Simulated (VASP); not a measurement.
# Si16Ge (a cell with a defect) in VASP: single point with LDA

Aim: the single point of Si16Ge (a cell with a defect) with LDA.

Program: VASP 6.6.1. These are calculated values, not measurements. Logs are shortened: lines on timing, memory, paths and dates and some standing lists are left out, and cuts for length are marked.

## (1) The cell of the first run

The cell holds a defect, 17 atoms: a = 7.679 Å, b = 7.679 Å, c = 7.679 Å, α = 60.00°, β = 60.00°, γ = 60.00°.

## (2) Single point, LDA

INCAR reads:

```
PREC     = Accurate       # precision mode
ENCUT    = 520            # plane-wave cutoff, eV
EDIFF    = 1E-6           # SCF threshold, eV
ISMEAR   = 0              # smearing method
SIGMA    = 0.02           # smearing width, eV
LREAL    = Auto         
LASPH    = True           # aspherical terms in the spheres
NELM     = 80             # most SCF steps
ALGO     = Normal         # electronic algorithm
ISIF     = 2              # what is computed and relaxed
LWAVE    = False          # write WAVECAR
LCHARG   = False          # write CHGCAR
NBANDS   = 53             # bands
```

KPOINTS reads:

```
Automatic mesh
0
Gamma
  2 2 2
```

POSCAR reads:

```
Si16Ge
1.0
    0.0000000000      5.4300000000      5.4300000000
    5.4300000000      0.0000000000      5.4300000000
    5.4300000000      5.4300000000      0.0000000000
Si Ge
16 1
Direct
   -0.0100007366     -0.0018084715     -0.0007661142
    0.0717387661      0.1418024862      0.1435584715
   -0.0099930939     -0.0018010129      0.5132840700
    0.1338520258      0.1125752302      0.6271334254
   -0.0087922652      0.5112279926     -0.0008348066
    0.1355663904      0.6260848066      0.1120496317
    0.0549593002      0.4818661142      0.4816998158
    0.1348430939      0.6261825046      0.6270395948
    0.4472918048      0.0175569982      0.0175857274
    0.6183296501      0.1121320442      0.1159349908
    0.5052274401     -0.0311985267      0.5123828729
    0.6183366483      0.1124896869      0.6534504604
    0.5074239411      0.5115504604     -0.0284552486
    0.6198457643      0.6545802026      0.1131678637
    0.5064897790      0.5132109576      0.5097549724
    0.6791713628      0.6062334254      0.6075196133
    0.5607378453      0.3125323204      0.3140536832
```

Potentials or basis: VASP PAW LDA potentials, release 64 (Si, Ge_d).

Started as:

```
cat potpaw_LDA.64/Si/POTCAR potpaw_LDA.64/Ge_d/POTCAR > POTCAR
mpirun -np 1 vasp_std > vasp.out
```

OUTCAR:

```text
PREC = Accurate
   ENCUT = 520
   EDIFF = 1E-6
   ISMEAR = 0
   LREAL = Auto
   LASPH = True
   NELM = 80
   ISIF = 2

 ion  position               nearest neighbor table
   1  0.990  0.998  0.999-  10 2.33   2 2.33   4 2.34   6 2.34
   2  0.072  0.142  0.144-   5 2.33   1 2.33   3 2.33   9 2.35
   3  0.990  0.998  0.513-  12 2.33   2 2.33   4 2.34   8 2.34
   4  0.134  0.113  0.627-  11 2.33   7 2.33   3 2.34   1 2.34
   5  0.991  0.511  0.999-  14 2.33   2 2.33   8 2.34   6 2.34
   6  0.136  0.626  0.112-  13 2.33   7 2.33   5 2.34   1 2.34
   7  0.055  0.482  0.482-   4 2.33   8 2.33   6 2.33  16 2.36
   8  0.135  0.626  0.627-  15 2.33   7 2.33   3 2.34   5 2.34
   9  0.447  0.018  0.018-  14 2.30  10 2.31  12 2.31   2 2.35
  10  0.618  0.112  0.116-   9 2.31   1 2.33  17 2.42  11 2.49  13 2.51
  11  0.505  0.969  0.512-  16 2.30   4 2.33  17 2.43  10 2.49  12 2.50
  12  0.618  0.112  0.653-   9 2.31   3 2.33  17 2.41  11 2.50  15 2.52
  13  0.507  0.512  0.972-  16 2.31   6 2.33  17 2.42  14 2.49  10 2.51
  14  0.620  0.655  0.113-   9 2.30   5 2.33  17 2.43  15 2.49  13 2.49
  15  0.506  0.513  0.510-  16 2.30   8 2.33  17 2.42  14 2.49  12 2.52
  16  0.679  0.606  0.608-  11 2.30  15 2.30  13 2.31   7 2.36
  17  0.561  0.313  0.314-  12 2.41  13 2.42  15 2.42  10 2.42  11 2.43  14 2.43

  LATTYP: Found a face centered cubic cell.
 ALAT       =    10.8600000000

  Lattice vectors:

 A1 = (   0.0000000000,   5.4300000000,   5.4300000000)
 A2 = (   5.4300000000,   0.0000000000,   5.4300000000)
 A3 = (   5.4300000000,   5.4300000000,   0.0000000000)

Analysis of symmetry for initial positions (statically):
=====================================================================
 Subroutine PRICEL returns:
 Original cell was already a primitive cell.

 Routine SETGRP: Setting up the symmetry group for a
 face centered cubic supercell.

 Subroutine GETGRP returns: Found  1 space group operations
 (whereof  1 operations were pure point group operations)
 out of a pool of 48 trial point group operations.

The static configuration has the point symmetry C_1 .

Analysis of symmetry for dynamics (positions and initial velocities):
=====================================================================
 Subroutine PRICEL returns:
 Original cell was already a primitive cell.

 Routine SETGRP: Setting up the symmetry group for a
 face centered cubic supercell.

 Subroutine GETGRP returns: Found  1 space group operations
 (whereof  1 operations were pure point group operations)
 out of a pool of 48 trial point group operations.

The dynamic configuration has the point symmetry C_1 .

 Subroutine INISYM returns: Found  1 space group operations
 (whereof  1 operations are pure point group operations),
 and found     1 'primitive' translations

----------------------------------------------------------------------------------------

                                     Primitive cell

  volume of cell :     320.2060

  direct lattice vectors                    reciprocal lattice vectors
     0.000000000  5.430000000  5.430000000    -0.092081031  0.092081031  0.092081031
     5.430000000  0.000000000  5.430000000     0.092081031 -0.092081031  0.092081031
     5.430000000  5.430000000  0.000000000     0.092081031  0.092081031 -0.092081031

  length of vectors
     7.679179644  7.679179644  7.679179644     0.159489025  0.159489025  0.159489025

  position of ions in fractional coordinates (direct lattice)
     0.989999263  0.998191529  0.999233886
     0.071738766  0.141802486  0.143558472
     0.990006906  0.998198987  0.513284070
     0.133852026  0.112575230  0.627133425
     0.991207735  0.511227993  0.999165193
     0.135566390  0.626084807  0.112049632
[... 9 lines left out ...]
     0.679171363  0.606233425  0.607519613
     0.560737845  0.312532320  0.314053683

  ion indices of the primitive-cell ions
   primitive index   ion index
                 1           1
                 2           2
                 3           3
                 4           4
                 5           5
                 6           6
[... 9 lines left out ...]
                16          16
                17          17

----------------------------------------------------------------------------------------

 KPOINTS: Automatic mesh

Automatic generation of k-mesh.
 Grid dimensions read from file:
 generate k-points for:    2    2    2

 Generating k-lattice:

  Cartesian coordinates                     Fractional coordinates (reciprocal lattice)
    -0.046040516  0.046040516  0.046040516     0.500000000  0.000000000  0.000000000
     0.046040516 -0.046040516  0.046040516     0.000000000  0.500000000  0.000000000
     0.046040516  0.046040516 -0.046040516     0.000000000  0.000000000  0.500000000

  Length of vectors
     0.079744512  0.079744512  0.079744512

  Shift w.r.t. Gamma in fractional coordinates (k-lattice)
     0.000000000  0.000000000  0.000000000

 Subroutine IBZKPT returns following result:
 ===========================================

 Found      8 irreducible k-points:

 Following reciprocal coordinates:
            Coordinates               Weight
  0.000000  0.000000  0.000000      1.000000
  0.500000  0.000000  0.000000      1.000000
  0.000000  0.500000  0.000000      1.000000
  0.000000  0.000000  0.500000      1.000000
  0.500000  0.500000  0.500000      1.000000
  0.500000  0.500000  0.000000      1.000000
  0.000000  0.500000  0.500000      1.000000
  0.500000  0.000000  0.500000      1.000000
   k-points           NKPTS =      8   k-points in BZ     NKDIM =      8   number of bands    NBANDS=     53
   number of dos      NEDOS =    301   number of ions     NIONS =     17
   total plane-waves  NPLWV = 216000
   dimension x,y,z NGX =    60 NGY =   60 NGZ =   60
   dimension x,y,z NGXF=   120 NGYF=  120 NGZF=  120
   ions per type =              16   1
   NGX,Y,Z   is equivalent  to a cutoff of  12.99, 12.99, 12.99 a.u.
   NGXF,Y,Z  is equivalent  to a cutoff of  25.98, 25.98, 25.98 a.u.
 SYSTEM =  unknown system
   PREC   = accura    normal or accurate (medium, high low for compatibility)
   ISTART =      0    job   : 0-new  1-cont  2-samecut
   ICHARG =      2    charge: 1-file 2-atom 10-const
   ISPIN  =      1    spin polarized calculation?
   LNONCOLLINEAR =      F non collinear calculations
   LSORBIT =      F    spin-orbit coupling
   LASPH  =      T    aspherical Exc in radial PAW
   ENCUT  =  520.0 eV  38.22 Ry    6.18 a.u.  14.28 14.28 14.28*2*pi/ulx,y,z
   NELM   =     80;   NELMIN=  2; NELMDL= -5     # of ELM steps
   EDIFF  = 0.1E-05   stopping-criterion for ELM
   LREAL  =      T    real-space projection
   EDIFFG = 0.1E-04   stopping-criterion for IOM
   NSW    =      0    number of steps for IOM
   IBRION =     -1    ionic relax: 0-MD 1-quasi-New 2-CG
   NFREE  =      0    steps in history (QN), initial steepest desc. (CG)
   ISIF   =      2    stress and relaxation
   ISYM   =      2    0-nonsym 1-usesym 2-fastsym
   POTIM  = 0.5000    time-step for ionic-motion
   TEBEG  =    0.0;   TEEND  =   0.0 temperature during run
   PSTRESS=    0.0 pullay stress
   NELECT =      78.0000    total number of electrons
   NUPDOWN=      -1.0000    fix difference up-down
   EMIN   =  10.00;   EMAX   =-10.00  energy-range for DOS
   EFERMI =   0.00;   METHOD = LEGACY
   ISMEAR =     0;   SIGMA  =   0.02  broadening in eV -4-tet -1-fermi 0-gaus
   EFERMI_NEDOS =   21; number of points for ismear=-14 and -15
   IALGO  =     38    algorithm
   IMIX   =      4    mixing-type and parameters
     AMIX     =   0.40;   BMIX     =  1.00
     AMIX_MAG =   1.60;   BMIX_MAG =  1.00
  volume/ion in A,a.u.               =      18.84       127.11
  Fermi-wavevector in a.u.,A,eV,Ry     =   1.022421  1.932096 14.222785  1.045345
  Thomas-Fermi vector in A             =   2.156100
   LORBIT       =      0    0 simple, 1 ext, 2 COOP (PROOUT), +10 PAW based schemes
   GGA     = CA    functional components
   LHFCALC =     F    Hartree Fock is set to
   AEXX    =    0.0000 exact exchange contribution
   IVDW    =     0    specifies the selected vdW correction
   LEPSILON=     F    determine dielectric tensor
   LRPA    =     F    only Hartree local field effects (RPA)
 non-spin polarized calculation
 Gauss-broadening in eV      SIGMA  =   0.02
  energy-cutoff  :      520.00
  volume of cell :      320.21
 maximum number of plane-waves:      8646
 NGX is ok and might be reduce to    60
   NGX = 29   NGY = 29   NGZ = 29

 number of electron      78.0000000 magnetization

 Free energy of the ion-electron system (eV)
  ---------------------------------------------------
  ext. energy  EPLUGINS =         0.00000000
  ---------------------------------------------------
  free energy    TOTEN  =       -96.15181680 eV

  energy without entropy =      -96.14945930  energy(sigma->0) =      -96.15063805

 E-fermi :   6.5958     XC(G=0):  -9.9451

 val. band max:        6.5867799484   @ k =   0.0000   0.0000   0.0000
 cond. band min:       6.6050266315   @ k =   0.5000   0.0000   0.0000
 fundamental gap:      0.0182466831
 Fermi energy:         6.5957562993

 k-point     1 :       0.0000    0.0000    0.0000
  band No.  band energies     occupation
      1     -18.1871      2.00000
      2     -18.1847      2.00000
      3     -18.0626      2.00000
      4     -18.0611      2.00000
      5     -18.0596      2.00000
      6      -6.4544      2.00000
[... 43 lines left out ...]
     50       8.5857      0.00000
     51       8.6995      0.00000

 k-point     2 :       0.5000    0.0000    0.0000
  band No.  band energies     occupation
      1     -18.1871      2.00000
      2     -18.1847      2.00000
      3     -18.0626      2.00000
      4     -18.0611      2.00000
      5     -18.0596      2.00000
      6      -6.1291      2.00000
[... 43 lines left out ...]
     50       9.7344      0.00000
     51      10.1556      0.00000

 k-point     3 :       0.0000    0.5000    0.0000
  band No.  band energies     occupation
      1     -18.1871      2.00000
      2     -18.1847      2.00000
      3     -18.0626      2.00000
      4     -18.0611      2.00000
      5     -18.0596      2.00000
      6      -6.0550      2.00000
[... 43 lines left out ...]
     50       9.5650      0.00000
     51      10.0039      0.00000

 k-point     4 :       0.0000    0.0000    0.5000
  band No.  band energies     occupation
      1     -18.1871      2.00000
      2     -18.1847      2.00000
      3     -18.0626      2.00000
      4     -18.0611      2.00000
      5     -18.0596      2.00000
      6      -6.0599      2.00000
[... 43 lines left out ...]
     50       9.5707      0.00000
     51       9.9970      0.00000

 k-point     5 :       0.5000    0.5000    0.5000
  band No.  band energies     occupation
      1     -18.1871      2.00000
      2     -18.1847      2.00000
      3     -18.0626      2.00000
      4     -18.0611      2.00000
      5     -18.0596      2.00000
      6      -6.0586      2.00000
[... 43 lines left out ...]
     50       9.5704      0.00000
     51       9.9987      0.00000

 k-point     6 :       0.5000    0.5000    0.0000
  band No.  band energies     occupation
      1     -18.1871      2.00000
      2     -18.1847      2.00000
      3     -18.0626      2.00000
      4     -18.0611      2.00000
      5     -18.0596      2.00000
      6      -5.9546      2.00000
[... 43 lines left out ...]
     50      10.2682      0.00000
     51      10.3913      0.00000

 k-point     7 :       0.0000    0.5000    0.5000
  band No.  band energies     occupation
      1     -18.1871      2.00000
      2     -18.1847      2.00000
      3     -18.0626      2.00000
      4     -18.0611      2.00000
      5     -18.0596      2.00000
      6      -5.9579      2.00000
[... 43 lines left out ...]
     50      10.2734      0.00000
     51      10.3903      0.00000

 k-point     8 :       0.5000    0.0000    0.5000
  band No.  band energies     occupation
      1     -18.1871      2.00000
      2     -18.1847      2.00000
      3     -18.0626      2.00000
      4     -18.0611      2.00000
      5     -18.0596      2.00000
      6      -5.9591      2.00000
[... 43 lines left out ...]
     50      10.2749      0.00000
     51      10.3899      0.00000
 [bands above 51 left out]

------------------------ aborting loop because EDIFF is reached ----------------------------------------

  FORCE on cell =-STRESS in cart. coord.  units (eV):
  Direction    XX          YY          ZZ          XY          YZ          ZX
  --------------------------------------------------------------------------------------
  -------------------------------------------------------------------------------------
  Total        4.6854571      4.6379181      4.8111227      1.2790100     -1.5320615      1.6310723
  in kB       23.4440728     23.2062075     24.0728510      6.3996324     -7.6657967      8.1612054
  external PRESSURE =      23.5743771 kB  Pullay stress =       0.0000000 kB

 VOLUME and BASIS-vectors are now :
 -----------------------------------------------------------------------------
  energy-cutoff  :      520.00
  volume of cell :      320.21
      direct lattice vectors                 reciprocal lattice vectors
     0.000000000  5.430000000  5.430000000    -0.092081031  0.092081031  0.092081031
     5.430000000  0.000000000  5.430000000     0.092081031 -0.092081031  0.092081031
     5.430000000  5.430000000  0.000000000     0.092081031  0.092081031 -0.092081031

 POSITION                                       TOTAL-FORCE (eV/Angst)
 -----------------------------------------------------------------------------------
     10.84602     10.80154     10.79588        -0.020235     -0.006618     -0.008477
      1.54951      1.16906      1.15953         0.027677     -0.026371     -0.028872
      8.20735      8.16287     10.79596         0.009518      0.014942     -0.011566
      4.01662      4.13215      1.33810        -0.007628      0.005737     -0.021610
      8.20143     10.80773      8.15823         0.004920     -0.007126      0.024304
      4.00807      1.34456      4.13577        -0.008148     -0.018167      0.009362
[... 9 lines left out ...]
      6.59068      6.98673      6.97975        -0.013688      0.014778      0.013217
      3.40236      4.75012      4.74186        -0.006452     -0.010503      0.001162
 -----------------------------------------------------------------------------------
    total drift:                               -0.005152      0.008212      0.008585

  FREE ENERGIE OF THE ION-ELECTRON SYSTEM (eV)
  ---------------------------------------------------
  free  energy   TOTEN  =       -96.1518168025 eV

  energy  without entropy=      -96.1494592953  energy(sigma->0) =      -96.15063805
```

Run time: 2.7 min. Hardware: 1 thread of AMD EPYC 9R45 (Zen 5), shared host; peak memory 0.37 GiB.

Results:

```yaml
Free_energy: -96.1518 eV
Pressure: 2.4 GPa
Largest_force: 0.048 eV/Å
Band_gap_on_the_k_mesh: zero (band 39 reaches 6.61 eV, above the bottom of band 40 at 6.59 eV)
```

Forces in eV/Å, atoms in the order of the input:
```
Si  -0.020 -0.007 -0.008
Si   0.028 -0.026 -0.029
Si   0.010  0.015 -0.012
Si  -0.008  0.006 -0.022
Si   0.005 -0.007  0.024
Si  -0.008 -0.018  0.009
Si  -0.027  0.027  0.026
Si   0.016  0.008  0.011
Si   0.014 -0.013 -0.013
Si  -0.007  0.001  0.005
Si   0.010 -0.002  0.001
Si   0.009  0.003  0.002
Si   0.000 -0.009 -0.005
Si  -0.003  0.009  0.003
Si   0.003  0.009 -0.008
Si  -0.014  0.015  0.013
Ge  -0.006 -0.011  0.001
```

Stress tensor (GPa, compression positive):
```
 2.34  0.64  0.82
 0.64  2.32 -0.77
 0.82 -0.77  2.41
```

Levels at points of the mesh, in eV from the Fermi level:
| k point | band 36 | band 37 | band 38 | band 39 | band 40 | band 41 | band 42 | band 43 |
| --- | --- | --- | --- | --- | --- | --- | --- | --- |
| (0.00, 0.00, 0.00) | -1.31 | -0.46 | -0.44 | -0.42 | -0.01 | 0.03 | 0.26 | 0.27 |
| (0.50, 0.00, 0.00) | -1.17 | -1.16 | -1.12 | 0.01 | 0.54 | 0.59 | 1.22 | 1.23 |
| (0.00, 0.50, 0.00) | -1.32 | -1.23 | -0.77 | -0.35 | 0.31 | 0.79 | 0.92 | 1.11 |
| (0.00, 0.00, 0.50) | -1.35 | -1.21 | -0.76 | -0.37 | 0.32 | 0.79 | 0.95 | 1.11 |
| (0.50, 0.50, 0.50) | -1.34 | -1.22 | -0.76 | -0.37 | 0.31 | 0.79 | 0.94 | 1.11 |
| (0.50, 0.50, 0.00) | -1.74 | -1.60 | -0.47 | -0.21 | 0.59 | 1.37 | 1.52 | 1.83 |
| (0.00, 0.50, 0.50) | -1.73 | -1.62 | -0.49 | -0.20 | 0.59 | 1.37 | 1.52 | 1.82 |
| (0.50, 0.00, 0.50) | -1.72 | -1.62 | -0.50 | -0.20 | 0.59 | 1.37 | 1.52 | 1.82 |

Caveat: the k points lie up to 0.50 Å⁻¹ apart.
